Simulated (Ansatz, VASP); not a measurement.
# One calculation of RePb3, two programs

```
CELL_PARAMETERS angstrom
4.65164 0.00000 0.00000
0.00000 4.65164 0.00000
0.00000 0.00000 4.65164
ATOMIC_POSITIONS crystal
Re 0.00000 0.00000 0.00000
Pb 0.00000 0.50000 0.50000
Pb 0.50000 0.00000 0.50000
Pb 0.50000 0.50000 0.00000
```

Alike in both runs: functional PBE; k mesh 10 × 10 × 10; occupations gaussian, width 0.1 eV; no spin polarisation.

Ansatz relaxed the structure, and its values are those at the end. VASP's run is a single point on that final structure, the one shown.

```csv
,VASP,Ansatz
version,VASP 6.6.1,Ansatz 0.2.0
potentials or method,"VASP PAW PBE potentials, release 64 (Re, Pb_d), cutoff 520 eV","scalar-relativistic, plane waves, PAW"
valence electrons in the cell,49,57
```

Ansatz gave:

- gap on the k mesh at the Fermi level (eV): none
- pressure (GPa): 0.0

Question: What did VASP give for the same quantities?

Answer: gap on the k mesh at the Fermi level (eV): none; pressure (GPa): -0.1.

A gap of «none» marks a metal or a gap that the smearing closes. VASP's potentials hold 49 valence electrons a cell and Ansatz's 57, so a difference there can come from the potentials and not from the codes.

Spin-orbit coupling is off throughout.
